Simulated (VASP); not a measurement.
# ZnSe (P4/nmm) in VASP: a series of runs

The runs below take ZnSe through single point, with r2SCAN.

Program: VASP 6.6.1. These are calculated values, not measurements. Logs are shortened: lines on timing, memory, paths and dates and some standing lists are left out, and cuts for length are marked.

**1. The cell of the first run**

The structure is tetragonal, space group P4/nmm (No. 129). The conventional cell has a = 4.108 Å, b = 4.108 Å, c = 6.070 Å, α = 90.00°, β = 90.00°, γ = 90.00°. Zn (site symmetry -4m2) has 4 Se at 2.54 Å and 4 Zn at 2.90 Å within 3.4 Å. Within 3.4 Å of Se (site symmetry 4mm) lie 4 Zn at 2.54 Å.

**2. Single point, r2SCAN**

The input, POSCAR:

```
ZnSe
1.0
    4.1077020000      0.0000000000      0.0000000000
    0.0000000000      4.1077020000      0.0000000000
    0.0000000000      0.0000000000      6.0703500000
Zn Se
2 2
Direct
    0.0000000000      0.0000000000      0.0000000000
    0.5000000000      0.5000000000      0.0000000000
    0.0000000000      0.5000000000      0.2462800000
    0.5000000000      0.0000000000      0.7537200000
```

The input, INCAR.step1:

```
PREC = Accurate
ENCUT = 520
ISMEAR = 0
SIGMA = 0.01
LREAL = False
LASPH = True
NELM = 80
NBANDS = 26
GGA = PE
ALGO = Normal
EDIFF = 1E-4
LWAVE = True
LCHARG = False
```

The input, INCAR.step2:

```
PREC = Accurate
ENCUT = 520
EDIFF = 1E-7
ISMEAR = 0
SIGMA = 0.01
LREAL = False
LASPH = True
NELM = 80
ALGO = Normal
ISIF = 2
LWAVE = False
LCHARG = False
METAGGA = R2SCAN
LMIXTAU = True
NBANDS = 26
ISTART = 1
```

The input, KPOINTS:

```
regular mesh
0
Gamma
  4 4 2
```

Potentials or basis: VASP PAW PBE potentials, release 64 (Zn, Se).

Run with:

```sh
$ cat potpaw_PBE.64/Zn/POTCAR potpaw_PBE.64/Se/POTCAR > POTCAR
$ cp INCAR.step1 INCAR
$ mpirun -np 1 vasp_std > vasp.out
$ cp INCAR.step2 INCAR
$ mpirun -np 1 vasp_std > vasp.out
```

OUTCAR:

```text
PREC = Accurate
   ENCUT = 520
   EDIFF = 1E-7
   ISMEAR = 0
   LREAL = False
   LASPH = True
   NELM = 80
   ISIF = 2
   METAGGA = R2SCAN
   ISTART = 1

 ion  position               nearest neighbor table
   1  0.000  0.000  0.000-   3 2.54   4 2.54   3 2.54   4 2.54   2 2.90   2 2.90   2 2.90   2 2.90

   2  0.500  0.500  0.000-   3 2.54   4 2.54   4 2.54   3 2.54   1 2.90   1 2.90   1 2.90   1 2.90

   3  0.000  0.500  0.246-   1 2.54   2 2.54   1 2.54   2 2.54
   4  0.500  0.000  0.754-   1 2.54   2 2.54   2 2.54   1 2.54

  LATTYP: Found a simple tetragonal cell.
 ALAT       =     4.1077020000
 C/A-ratio  =     1.4777970749

  Lattice vectors:

 A1 = (   4.1077020000,   0.0000000000,   0.0000000000)
 A2 = (   0.0000000000,   4.1077020000,   0.0000000000)
 A3 = (   0.0000000000,   0.0000000000,   6.0703500000)

Analysis of symmetry for initial positions (statically):
=====================================================================
 Subroutine PRICEL returns:
 Original cell was already a primitive cell.

 Routine SETGRP: Setting up the symmetry group for a
 simple tetragonal supercell.

 Subroutine GETGRP returns: Found 16 space group operations
 (whereof  8 operations were pure point group operations)
 out of a pool of 16 trial point group operations.

The static configuration has the point symmetry D_2d.
 The point group associated with its full space group is D_4h.

Analysis of symmetry for dynamics (positions and initial velocities):
=====================================================================
 Subroutine PRICEL returns:
 Original cell was already a primitive cell.

 Routine SETGRP: Setting up the symmetry group for a
 simple tetragonal supercell.

 Subroutine GETGRP returns: Found 16 space group operations
 (whereof  8 operations were pure point group operations)
 out of a pool of 16 trial point group operations.

The dynamic configuration has the point symmetry D_2d.
 The point group associated with its full space group is D_4h.

 Subroutine INISYM returns: Found 16 space group operations
 (whereof  8 operations are pure point group operations),
 and found     1 'primitive' translations

----------------------------------------------------------------------------------------

                                     Primitive cell

  volume of cell :     102.4263

  direct lattice vectors                    reciprocal lattice vectors
     4.107702000  0.000000000  0.000000000     0.243445118  0.000000000  0.000000000
     0.000000000  4.107702000  0.000000000     0.000000000  0.243445118  0.000000000
     0.000000000  0.000000000  6.070350000     0.000000000  0.000000000  0.164735147

  length of vectors
     4.107702000  4.107702000  6.070350000     0.243445118  0.243445118  0.164735147

  position of ions in fractional coordinates (direct lattice)
     0.000000000  0.000000000  0.000000000
     0.500000000  0.500000000  0.000000000
     0.000000000  0.500000000  0.246280000
     0.500000000  0.000000000  0.753720000

  ion indices of the primitive-cell ions
   primitive index   ion index
                 1           1
                 2           2
                 3           3
                 4           4

----------------------------------------------------------------------------------------

 KPOINTS: regular mesh

Automatic generation of k-mesh.
 Grid dimensions read from file:
 generate k-points for:    4    4    2

 Generating k-lattice:

  Cartesian coordinates                     Fractional coordinates (reciprocal lattice)
     0.060861280  0.000000000  0.000000000     0.250000000  0.000000000  0.000000000
     0.000000000  0.060861280  0.000000000     0.000000000  0.250000000  0.000000000
     0.000000000  0.000000000  0.082367574     0.000000000  0.000000000  0.500000000

  Length of vectors
     0.060861280  0.060861280  0.082367574

  Shift w.r.t. Gamma in fractional coordinates (k-lattice)
     0.000000000  0.000000000  0.000000000

 Subroutine IBZKPT returns following result:
 ===========================================

 Found     12 irreducible k-points:

 Following reciprocal coordinates:
            Coordinates               Weight
  0.000000  0.000000  0.000000      1.000000
  0.250000  0.000000  0.000000      4.000000
  0.500000  0.000000  0.000000      2.000000
  0.250000  0.250000  0.000000      4.000000
  0.500000  0.250000  0.000000      4.000000
  0.500000  0.500000  0.000000      1.000000
  0.000000  0.000000  0.500000      1.000000
  0.250000  0.000000  0.500000      4.000000
  0.500000  0.000000  0.500000      2.000000
  0.250000  0.250000  0.500000      4.000000
  0.500000  0.250000  0.500000      4.000000
  0.500000  0.500000  0.500000      1.000000
   k-points           NKPTS =     12   k-points in BZ     NKDIM =     12   number of bands    NBANDS=     26
   number of dos      NEDOS =    301   number of ions     NIONS =      4
   total plane-waves  NPLWV =  49152
   dimension x,y,z NGX =    32 NGY =   32 NGZ =   48
   dimension x,y,z NGXF=    64 NGYF=   64 NGZF=   96
   ions per type =               2   2
   NGX,Y,Z   is equivalent  to a cutoff of  12.95, 12.95, 13.15 a.u.
   NGXF,Y,Z  is equivalent  to a cutoff of  25.90, 25.90, 26.29 a.u.
 SYSTEM =  unknown system
   PREC   = accura    normal or accurate (medium, high low for compatibility)
   ISTART =      1    job   : 0-new  1-cont  2-samecut
   ICHARG =      0    charge: 1-file 2-atom 10-const
   ISPIN  =      1    spin polarized calculation?
   LNONCOLLINEAR =      F non collinear calculations
   LSORBIT =      F    spin-orbit coupling
   LASPH  =      T    aspherical Exc in radial PAW
   ENCUT  =  520.0 eV  38.22 Ry    6.18 a.u.   7.64  7.64 11.29*2*pi/ulx,y,z
   NELM   =     80;   NELMIN=  2; NELMDL=  0     # of ELM steps
   EDIFF  = 0.1E-06   stopping-criterion for ELM
   LREAL  =      F    real-space projection
   EDIFFG = 0.1E-05   stopping-criterion for IOM
   NSW    =      0    number of steps for IOM
   IBRION =     -1    ionic relax: 0-MD 1-quasi-New 2-CG
   NFREE  =      0    steps in history (QN), initial steepest desc. (CG)
   ISIF   =      2    stress and relaxation
   ISYM   =      2    0-nonsym 1-usesym 2-fastsym
   POTIM  = 0.5000    time-step for ionic-motion
   TEBEG  =    0.0;   TEEND  =   0.0 temperature during run
   PSTRESS=    0.0 pullay stress
   NELECT =      36.0000    total number of electrons
   NUPDOWN=      -1.0000    fix difference up-down
   EMIN   =  10.00;   EMAX   =-10.00  energy-range for DOS
   EFERMI =   0.00;   METHOD = LEGACY
   ISMEAR =     0;   SIGMA  =   0.01  broadening in eV -4-tet -1-fermi 0-gaus
   EFERMI_NEDOS =   21; number of points for ismear=-14 and -15
   IALGO  =     38    algorithm
   IMIX   =      4    mixing-type and parameters
     AMIX     =   0.40;   BMIX     =  1.00
     AMIX_MAG =   1.60;   BMIX_MAG =  1.00
  volume/ion in A,a.u.               =      25.61       172.80
  Fermi-wavevector in a.u.,A,eV,Ry     =   1.155328  2.183253 18.160809  1.334782
  Thomas-Fermi vector in A             =   2.291957
   LORBIT       =      0    0 simple, 1 ext, 2 COOP (PROOUT), +10 PAW based schemes
   METAGGA = R2SCAN    functional components
   LHFCALC =     F    Hartree Fock is set to
   AEXX    =    0.0000 exact exchange contribution
   IVDW    =     0    specifies the selected vdW correction
   LEPSILON=     F    determine dielectric tensor
   LRPA    =     F    only Hartree local field effects (RPA)
 non-spin polarized calculation
 Gauss-broadening in eV      SIGMA  =   0.01
  energy-cutoff  :      520.00
  volume of cell :      102.43
 maximum number of plane-waves:      2776
 NGX is ok and might be reduce to    32
   NGX = 15   NGY = 15   NGZ = 23

 number of electron      35.9999984 magnetization

 Free energy of the ion-electron system (eV)
  ---------------------------------------------------
  ext. energy  EPLUGINS =         0.00000000
  ---------------------------------------------------
  free energy    TOTEN  =       -48.98533549 eV

  energy without entropy =      -48.98533549  energy(sigma->0) =      -48.98533549

 E-fermi :   0.4030     XC(G=0):  -9.2016

 val. band max:        0.3234141021   @ k =   0.0000   0.0000   0.0000
 cond. band min:       2.7316773531   @ k =   0.0000   0.0000   0.0000
 fundamental gap:      2.4082632510
 Fermi energy:         0.4030164668

 k-point     1 :       0.0000    0.0000    0.0000
  band No.  band energies     occupation
      1     -13.0061      2.00000
      2     -12.0522      2.00000
      3      -6.5603      2.00000
      4      -6.5449      2.00000
      5      -6.4945      2.00000
      6      -6.4945      2.00000
[... 18 lines left out ...]
     25      10.9840      0.00000
     26      11.5491      0.00000

 k-point     2 :       0.2500    0.0000    0.0000
  band No.  band energies     occupation
      1     -12.7633      2.00000
      2     -12.0630      2.00000
      3      -6.5223      2.00000
      4      -6.4451      2.00000
      5      -6.4000      2.00000
      6      -6.3846      2.00000
[... 18 lines left out ...]
     25       8.7570      0.00000
     26       8.9737      0.00000

 k-point     3 :       0.5000    0.0000    0.0000
  band No.  band energies     occupation
      1     -12.2905      2.00000
      2     -12.2905      2.00000
      3      -6.3537      2.00000
      4      -6.3537      2.00000
      5      -6.2488      2.00000
      6      -6.2488      2.00000
[... 18 lines left out ...]
     25       8.3108      0.00000
     26       8.3108      0.00000

 k-point     4 :       0.2500    0.2500    0.0000
  band No.  band energies     occupation
      1     -12.5492      2.00000
      2     -12.0349      2.00000
      3      -6.6217      2.00000
      4      -6.3644      2.00000
      5      -6.3505      2.00000
      6      -6.2986      2.00000
[... 18 lines left out ...]
     25       8.5870      0.00000
     26       9.8461      0.00000
[... 148 lines left out ...]
      1     -12.4692      2.00000
      2     -12.1182      2.00000
      3      -6.6266      2.00000
      4      -6.3582      2.00000
      5      -6.3341      2.00000
      6      -6.3045      2.00000
[... 18 lines left out ...]
     25       8.4407      0.00000
     26       9.4629      0.00000

 k-point    11 :       0.5000    0.2500    0.5000
  band No.  band energies     occupation
      1     -12.1574      2.00000
      2     -12.1574      2.00000
      3      -6.4974      2.00000
      4      -6.4974      2.00000
      5      -6.2466      2.00000
      6      -6.2466      2.00000
[... 18 lines left out ...]
     25       9.1914      0.00000
     26       9.1914      0.00000

 k-point    12 :       0.5000    0.5000    0.5000
  band No.  band energies     occupation
      1     -12.0237      2.00000
      2     -12.0237      2.00000
      3      -6.6072      2.00000
      4      -6.6072      2.00000
      5      -6.2091      2.00000
      6      -6.2091      2.00000
[... 18 lines left out ...]
     25       9.1045      0.00000
     26       9.1045      0.00000

------------------------ aborting loop because EDIFF is reached ----------------------------------------

  FORCE on cell =-STRESS in cart. coord.  units (eV):
  Direction    XX          YY          ZZ          XY          YZ          ZX
  --------------------------------------------------------------------------------------
  -------------------------------------------------------------------------------------
  Total       -1.0737095     -1.0737095     -1.3761287      0.0000000     -0.0000000      0.0000000
  in kB      -16.7952235    -16.7952235    -21.5257380      0.0000000     -0.0000000      0.0000000
  external PRESSURE =     -18.3720617 kB  Pullay stress =       0.0000000 kB

 VOLUME and BASIS-vectors are now :
 -----------------------------------------------------------------------------
  energy-cutoff  :      520.00
  volume of cell :      102.43
      direct lattice vectors                 reciprocal lattice vectors
     4.107702000  0.000000000  0.000000000     0.243445118  0.000000000  0.000000000
     0.000000000  4.107702000  0.000000000     0.000000000  0.243445118  0.000000000
     0.000000000  0.000000000  6.070350000     0.000000000  0.000000000  0.164735147

 POSITION                                       TOTAL-FORCE (eV/Angst)
 -----------------------------------------------------------------------------------
      0.00000      0.00000      0.00000        -0.000000     -0.000000      0.000000
      2.05385      2.05385      0.00000         0.000000      0.000000      0.000000
      0.00000      2.05385      1.49501        -0.000000      0.000000     -0.376426
      2.05385      0.00000      4.57534        -0.000000     -0.000000      0.376426
 -----------------------------------------------------------------------------------
    total drift:                                0.000000     -0.000000     -0.000000

  FREE ENERGIE OF THE ION-ELECTRON SYSTEM (eV)
  ---------------------------------------------------
  free  energy   TOTEN  =       -48.9853354860 eV

  energy  without entropy=      -48.9853354860  energy(sigma->0) =      -48.98533549
```

Run time: 84 s. Hardware: 1 thread of AMD EPYC 9R45 (Zen 5), shared host; peak memory 0.2 GiB.

What came out:

| Property | Result |
| --- | --- |
| Free energy | -48.9853 eV |
| Pressure | -1.8 GPa |
| Largest force | 0.376 eV/Å |
| Band gap on the k mesh | 2.41 eV |

Forces in eV/Å, atoms in the order of the input:
```
Zn   0.000  0.000  0.000
Zn   0.000  0.000  0.000
Se   0.000  0.000 -0.376
Se   0.000  0.000  0.376
```

Caveat: the k points lie up to 0.52 Å⁻¹ apart; the PAW data sets were made with another functional, which shifts forces and pressure a little. A k mesh can miss the band edges.

**3. Single point, r2SCAN**

POSCAR is that of step 2.

The input, INCAR.step1:

```
PREC = Accurate
ENCUT = 520
ISMEAR = 0
SIGMA = 0.01
LREAL = F
LASPH = T
NELM = 80
NBANDS = 26
GGA = PE
ALGO = Normal
EDIFF = 1E-4
LWAVE = T
LCHARG = F
```

The input, INCAR.step2:

```
PREC = Accurate
ENCUT = 520
EDIFF = 1E-7
ISMEAR = 0
SIGMA = 0.01
LREAL = F
LASPH = T
NELM = 80
ALGO = Normal
ISIF = 2
LWAVE = F
LCHARG = F
METAGGA = R2SCAN
LMIXTAU = T
NBANDS = 26
ISTART = 1
```

The input, KPOINTS:

```
regular mesh
0
Gamma
  4 4 4
```

Potentials or basis: VASP PAW PBE potentials, release 64 (Zn, Se).

Run with:

```sh
$ cat potpaw_PBE.64/Zn/POTCAR potpaw_PBE.64/Se/POTCAR > POTCAR
$ cp INCAR.step1 INCAR
$ mpirun -np 1 vasp_std > vasp.out
$ cp INCAR.step2 INCAR
$ mpirun -np 1 vasp_std > vasp.out
```

Run time: 2.2 min. Hardware: 1 thread of AMD EPYC 9R45 (Zen 5), shared host; peak memory 0.21 GiB.

It converged, with:

```
Free energy            : -48.9878 eV
Pressure               : -1.8 GPa
Largest force          : 0.375 eV/Å
Band gap on the k mesh : 2.41 eV
```

Forces in eV/Å, atoms in the order of the input:
```
Zn   0.000  0.000  0.000
Zn   0.000  0.000  0.000
Se   0.000  0.000 -0.375
Se   0.000  0.000  0.375
```

Stress tensor (GPa, compression positive):
```
-1.69  0.00  0.00
 0.00 -1.69  0.00
 0.00  0.00 -2.15
```

Levels at points of the mesh, in eV from the valence-band top:
```tsv
k point	band 15	band 16	band 17	band 18	band 19	band 20	band 21	band 22
(0.00, 0.00, 0.00)	-2.18	-0.01	-0.01	0.00	2.41	2.42	3.41	6.31
(0.50, 0.00, 0.00)	-1.52	-1.52	-0.79	-0.79	3.96	3.96	6.39	6.39
(0.50, 0.50, 0.00)	-2.18	-2.18	-2.05	-2.05	3.77	3.77	4.03	4.03
(0.00, 0.00, 0.50)	-2.04	-1.12	-0.28	-0.28	2.51	3.82	4.12	5.77
(0.50, 0.00, 0.50)	-0.77	-0.77	-0.76	-0.76	3.12	3.12	6.33	6.33
(0.50, 0.50, 0.50)	-2.46	-2.46	-2.38	-2.38	4.99	4.99	5.31	5.31
```

Caveat: the PAW data sets were made with another functional, which shifts forces and pressure a little. A k mesh can miss the band edges.

[end of part 1 of 2]
